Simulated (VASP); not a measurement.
Input of a VASP 6.6.1 run:

File INCAR:

```
SYSTEM = C
ALGO     = Normal         ! electronic algorithm
EDIFF    = 1E-7           ! SCF threshold, eV
ENCUT    = 520            ! plane-wave cutoff, eV
GGA      = PE             ! functional
ISIF     = 2              ! what is computed and relaxed
ISMEAR   = 0              ! smearing method
IVDW     = 12             ! dispersion correction
LASPH    = .True.         ! aspherical terms in the spheres
LCHARG   = .False.        ! write CHGCAR
LREAL    = .False.        ! projectors in reciprocal space
LWAVE    = .False.        ! write WAVECAR
NBANDS   = 11             ! bands
NELM     = 80             ! most SCF steps
PREC     = Accurate       ! precision mode
SIGMA    = 0.05           ! smearing width, eV
```

The input KPOINTS:

```
k-points
0
Gamma
  15 15 15
  0 0 0
```

Contents of POSCAR:

```
C
1.0
    1.2324809262      0.7115731945      3.3609366220
   -1.2324809262      0.7115731945      3.3609366220
    0.0000000000     -1.4231463891      3.3609366220
C
2
Direct
    0.1571736412      0.1571736412      0.1571736412
    0.8428263588      0.8428263588      0.8428263588
```

Potentials or basis: VASP PAW PBE potentials, release 64 (C).

Run with:

```sh
$ cat potpaw_PBE.64/C/POTCAR > POTCAR
$ mpirun -np 1 vasp_std > vasp.out
```

**Question.** What does it give for the band gap on the k mesh?

**Answer.** 0.93 eV, indirect (least direct gap 0.98 eV).

**Question.** What does it give for the largest force?

**Answer.** 3.135 eV/Å.

Stress tensor (GPa, compression positive):
```
 0.64  0.00  0.00
 0.00  0.64  0.00
 0.00  0.00 -6.30
```

Caveat: the cell differs from its parent crystal (mode 4 frozen in at -0.095 Å and mode 6 at +0.000 Å (largest displacements)); forces of over 1 eV/Å act on the atoms, so gaps and moduli don't describe the material at rest. A k mesh can miss the band edges.
